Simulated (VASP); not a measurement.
Input of a VASP 6.6.1 run:

INCAR

```
  PREC = Accurate
  ENCUT = 520
  EDIFF = 1E-6
  ISMEAR = 1
  SIGMA = 0.05
  LREAL = F
  LASPH = T
  NELM = 100
  ALGO = Normal
  ISIF = 2
  LWAVE = F
  LCHARG = F
  GGA = B5
  ALDAX = 1.0
  AGGAX = 1.0
  AGGAC = 1.0
  ALDAC = 0.0
  NBANDS = 16
```

KPOINTS

```
Automatic mesh
0
Gamma
  14 14 8
```

POSCAR

```
Ir
1.0
    2.7513778900      0.0000000000      0.0000000000
   -1.3756889500      2.3827631500      0.0000000000
    0.0000000000      0.0000000000      4.4622900000
Ir
2
Direct
    0.6666666700      0.3333333300      0.7500000000
    0.3333333300      0.6666666700      0.2500000000
```

Potentials or basis: VASP PAW PBE potentials, release 64 (Ir).

Launch:

```sh
$ cat potpaw_PBE.64/Ir/POTCAR > POTCAR
$ mpirun -np 1 vasp_std > vasp.out
```

(1) What does it give for the pressure?

(2) Predict the band gap on the k mesh.

## Answers

(1) 17.9 GPa.

(2) zero (band 9 reaches 11.44 eV, above the bottom of band 10 at 8.37 eV).

Caveat: the PAW data sets were made with another functional, which shifts forces and pressure a little; spin-orbit coupling is left out, which moves the levels of the heavy elements.
